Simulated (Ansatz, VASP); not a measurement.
# PbF2: VASP beside Ansatz

```
Pb F
1.0
     0.00000    2.99987    2.99987
     2.99987    0.00000    2.99987
     2.99987    2.99987    0.00000
Pb F
1 2
Cartesian
  0.0000 0.0000 0.0000
  4.4998 4.4998 4.4998
  1.4999 1.4999 1.4999
```

Alike in both runs: functional PBE; k mesh 6 × 6 × 6; occupations gaussian, width 0.02 eV; no spin polarisation.

Ansatz relaxed the structure, and its values are those at the end. VASP's run is a single point on that final structure, the one shown.

|  | VASP | Ansatz |
| --- | --- | --- |
| version | VASP 6.6.1 | Ansatz 0.2.0 |
| potentials or method | VASP PAW PBE potentials, release 64 (Pb_d, F), cutoff 520 eV | scalar-relativistic, plane waves, PAW |
| valence electrons in the cell | 28 | 28 |

VASP gave:

* gap on the k mesh at the Fermi level (eV): 4.43
* least direct gap on the mesh (eV): 4.56
* pressure (GPa): -0.2

Question: Which values does Ansatz return?

Answer: gap on the k mesh at the Fermi level (eV): 4.43; least direct gap on the mesh (eV): 4.56; pressure (GPa): 0.0.

The functional is the same, so the differences come from potentials, cutoffs and numerics.

Spin-orbit coupling is off throughout.
